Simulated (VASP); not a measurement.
The system is Al.

```xyz
1
Lattice="0.0479 1.9691 2.0269 2.0433 -0.0084 2.0831 2.0406 2.0227 -0.0057" Properties=species:S:1:pos:R:3 pbc="T T T"
Al    0.0167    0.0547   -0.0153
```

Base run:

* Program: VASP 6.6.1
* Functional: PBEsol
* Potentials or basis: VASP PAW PBE potentials, release 64 (Al)
* Cutoff: 520 eV
* k mesh: 8 × 8 × 8
* Occupations: methfessel-paxton, width 0.05 eV
* Spin: no spin polarisation

Its results: pressure -1.8 GPa.

Q: The run is repeated on the same cell with these changes: functional from PBEsol to r2SCAN; further incar settings from ALGO = Normal; EDIFF = 1e-07; NBANDS = 8 to ALGO = Normal; EDIFF = 1e-06; NBANDS = 8. What comes out?

A: Pressure -3.5 GPa.

Caveats: the PAW data sets were made with another functional, which shifts forces and pressure a little.
